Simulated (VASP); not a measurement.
Write the native input for VASP 6.6.1 that does the following.

| Property | Result |
| --- | --- |
| Task | single point |
| Functional | TPSS |
| Potentials or basis | VASP PAW PBE potentials, release 64 (Nb_sv) |
| Cutoff | 440 eV |
| k mesh | 11 × 11 × 11 |
| Occupations | methfessel-paxton, width 0.1 eV |
| Spin | no spin polarisation |
| Tolerance level | standard |
| Purpose | a run that is hard to end |
| Way | PBE orbitals, then all bands at once (ALGO All, ISEARCH 1) |
| Further INCAR settings | ALGO = All; EDIFF = 1e-06 |

Nb:

```xyz
1
Lattice="-1.6640 1.6640 1.6640 1.6640 -1.6640 1.6640 1.6640 1.6640 -1.6640" Properties=species:S:1:pos:R:3 pbc="T T T"
Nb    0.0000    0.0000    0.0000
```

These files were run (other wordings do the same):

POSCAR

```
Nb
1.0
   -1.6639500000      1.6639500000      1.6639500000
    1.6639500000     -1.6639500000      1.6639500000
    1.6639500000      1.6639500000     -1.6639500000
Nb
1
Direct
    0.0000000000      0.0000000000      0.0000000000
```

INCAR.step1

```
SYSTEM = Nb
ALGO = Normal
EDIFF = 1E-5
ENCUT = 440
GGA = PE
GGA_COMPAT = .False.
ISIF = 2
ISMEAR = 1
LASPH = .True.
LCHARG = .True.
LREAL = .False.
LWAVE = .True.
NELM = 100
PREC = Accurate
SIGMA = 0.1
```

INCAR.step2

```
SYSTEM = Nb
ALGO = All
EDIFF = 1E-6
ENCUT = 440
GGA_COMPAT = .False.
ISEARCH = 1
ISIF = 2
ISMEAR = 1
ISTART = 1
LASPH = .True.
LCHARG = .False.
LMIXTAU = .True.
LREAL = .False.
LWAVE = .False.
METAGGA = TPSS
NELM = 100
PREC = Accurate
SIGMA = 0.1
```

KPOINTS

```
k-points
0
Gamma
  11 11 11
```

Potentials or basis: VASP PAW PBE potentials, release 64 (Nb_sv).

Command:

```sh
$ cat potpaw_PBE.64/Nb_sv/POTCAR > POTCAR
$ cp INCAR.step1 INCAR
$ mpirun -np 1 vasp_std > vasp.out
$ cp INCAR.step2 INCAR
$ mpirun -np 1 vasp_std > vasp.out
```

It gave:

```yaml
Pressure: -4.5 GPa
Band_gap_on_the_k_mesh: zero (an odd number of electrons rules out a gap without spin polarisation)
```

Caveat: the cell stands under tension; the PAW data sets were made with another functional, which shifts forces and pressure a little.

Wall time 28 s on 1 thread of AMD EPYC 9R45 96-Core Processor (Zen 5) (shared host), peak memory 0.1 GiB.
